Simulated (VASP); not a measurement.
Input of a VASP 6.6.1 run:

Contents of POSCAR:

```
BaTiO3
1.0
    3.9951440287      0.0000000000      0.0000000000
    0.0000000000      2.8424767306      2.8480072403
    0.0000000000     -2.8424767306      2.8480072403
Ba Ti O
1 1 3
Direct
    0.0000000000      0.0044061011      0.0044061011
    0.5000000000      0.5135753575      0.5135753575
    0.0000000000      0.4157107932      0.4157107932
    0.5000000000      0.4954342957      0.9880908444
    0.5000000000      0.9880908444      0.4954342957
```

Contents of INCAR.step1:

```
SYSTEM = BaTiO3
PREC = Accurate ; ENCUT = 520
ISMEAR = 0 ; SIGMA = 0.05
LREAL = .False. ; LASPH = .True.
NELM = 150 ; LMAXMIX = 4
LDAU = .True. ; LDAUTYPE = 2
LDAUL = -1 2 -1 ; LDAUU = 0 4 0
LDAUJ = 0 0 0 ; NBANDS = 28
GGA = PE ; ALGO = Normal
EDIFF = 1E-4 ; LWAVE = .True.
LCHARG = .False.
```

File INCAR.step2:

```
SYSTEM = BaTiO3
PREC = Accurate ; ENCUT = 520
EDIFF = 1E-6 ; ISMEAR = 0
SIGMA = 0.05 ; LREAL = .False.
LASPH = .True. ; NELM = 150
ALGO = Normal ; ISIF = 2
LWAVE = .False. ; LCHARG = .False.
LMAXMIX = 4 ; LDAU = .True.
LDAUTYPE = 2 ; LDAUL = -1 2 -1
LDAUU = 0 4 0 ; LDAUJ = 0 0 0
LDAUPRINT = 1 ; METAGGA = R2SCAN
LMIXTAU = .True. ; NBANDS = 28
ISTART = 1
```

KPOINTS

```
Automatic mesh
0
Gamma
  6 6 6
  0 0 0
```

Potentials or basis: VASP PAW PBE potentials, release 64 (Ba_sv, Ti_sv, O).

Launch:

```bash
$ cat potpaw_PBE.64/Ba_sv/POTCAR potpaw_PBE.64/Ti_sv/POTCAR potpaw_PBE.64/O/POTCAR > POTCAR
$ cp INCAR.step1 INCAR
$ mpirun -np 1 vasp_std > vasp.out
$ cp INCAR.step2 INCAR
$ mpirun -np 1 vasp_std > vasp.out
```

(1) What does it give for the band gap on the k mesh?

(2) What does it give for the largest force?

(3) What does it give for the pressure?

Answers

(1) 2.66 eV (least direct gap 3.21 eV).

(2) 3.937 eV/Å.

(3) 5.6 GPa.

Caveat: the cell differs from its parent crystal (atom 3 (O) moved by (+0.000, -0.450) A along y and z); the cell stands under pressure; the PAW data sets were made with another functional, which shifts forces and pressure a little; spin-orbit coupling is left out, which moves the levels of the heavy elements.
